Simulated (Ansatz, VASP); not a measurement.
**SrAlPtC6N6: VASP beside Ansatz**

```
Sr Al Pt C N
1.0
     0.00000    5.05250    5.05250
     5.05250    0.00000    5.05250
     5.05250    5.05250    0.00000
Sr Al Pt C N
1 1 1 6 6
Cartesian
  7.5788 7.5788 7.5788
  0.0000 0.0000 0.0000
  5.0525 5.0525 5.0525
  1.8750 5.0525 5.0525
  5.0525 5.0525 1.8750
  5.0525 8.2300 5.0525
  8.2300 5.0525 5.0525
  5.0525 5.0525 8.2300
  5.0525 1.8750 5.0525
  3.0450 5.0525 5.0525
  5.0525 5.0525 3.0450
  5.0525 7.0600 5.0525
  7.0600 5.0525 5.0525
  5.0525 5.0525 7.0600
  5.0525 3.0450 5.0525
```

Alike in both runs: task single point; functional PBE; k mesh 4 × 4 × 4; occupations gaussian, width 0.1 eV; collinear spin.

|  | VASP | Ansatz |
| --- | --- | --- |
| version | VASP 6.6.1 | Ansatz 0.2.0 |
| potentials or method | VASP PAW PBE potentials, release 64 (Sr_sv, Al, Pt, C, N), cutoff 520 eV | scalar-relativistic, plane waves, PAW |
| valence electrons in the cell | 77 | 85 |

|  | VASP | Ansatz | Ansatz less VASP |
| --- | --- | --- | --- |
| gap on the k mesh at the Fermi level (eV) | none | none | - |
| pressure (GPa) | 14.3 | 13.9 | -0.36 |
| rms of the force components (eV/Å) | 0.354 | 0.528 | +0.1741 |
| net moment per atom (μB) | 0.18 | 0.18 | 0.000 |
| size of the moment on the site where the two differ most (μB) | 0.90 | 0.79 | -0.109 |

Site moments also hang on the region over which each program counts them. Atom by atom the forces differ by 0.200 eV/Å (rms over components). A gap of «none» marks a metal or a gap that the smearing closes. VASP's potentials hold 77 valence electrons a cell and Ansatz's 85, so a difference there can come from the potentials and not from the codes.

Neither program's run includes spin-orbit coupling. Noted on VASP's run: the standard files for N, O and F lose accuracy on very short bonds.
